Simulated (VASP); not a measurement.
## Si: relaxation of shape and atoms at fixed volume with PBE

Si:

```
Si
1.0
     4.29709    0.00000    0.00000
    -2.14854    3.72139    0.00000
     0.00000    0.00000    2.49771
Si
3
Direct
  0.00000 0.00000 0.00000
  0.33333 0.66667 0.50000
  0.66667 0.33333 0.50000
```

This isn't the form of Si at room conditions, which is diamond.

```
Program                : VASP 6.6.1
Task                   : relaxation of shape and atoms at fixed volume
Functional             : PBE
Potentials or basis    : VASP PAW PBE potentials, release 64 (Si)
Cutoff                 : 600 eV
k mesh                 : 9 × 9 × 12
Occupations            : fermi-dirac, width 0.1 eV
Spin                   : no spin polarisation
Dipole correction      : no
Further INCAR settings : ALGO = Normal; EDIFF = 1e-06; IBRION = 2; EDIFFG = -0.005; NSW = 50; ISIF = 4
```

* Energy gained by relaxing: 0.2 meV/atom
* Ionic steps: 2
* Pressure after relaxing: 12.2 GPa
* Band gap on the k mesh: zero (bands 6 and 7 overlap by 7.80 eV)

The path:
```tsv
step	energy change (eV)	largest force (eV/Å)	pressure (GPa)	volume (Å³)
1	0.0000	0.0000	12.29	39.94
2	-0.0007	0.0000	12.22	39.94
```

Final structure:
```xyz
3
Lattice="4.2892 0.0000 0.0000 -2.1446 3.7146 0.0000 0.0000 0.0000 2.5069" Properties=species:S:1:pos:R:3 pbc="T T T"
Si    4.2892    0.0000    0.0000
Si    0.0000    2.4764    1.2534
Si    2.1446    1.2382    1.2534
```

Levels at points of the mesh, in eV from the Fermi level:
| k point | band 2 | band 3 | band 4 | band 5 | band 6 | band 7 | band 8 | band 9 | band 10 |
| --- | --- | --- | --- | --- | --- | --- | --- | --- | --- |
| (0.00, 0.00, 0.00) | -5.12 | -4.92 | -4.81 | -4.81 | -4.73 | -4.73 | 6.17 | 7.45 | 12.13 |
| (0.00, 0.00, 0.50) | -9.00 | -0.75 | -0.75 | -0.70 | -0.34 | 0.70 | 0.70 | 0.79 | 0.79 |

Run time: 22 s on 1 thread of Intel(R) Xeon(R) Platinum 8488C (Sapphire Rapids) (shared host), peak memory 0.17 GiB.
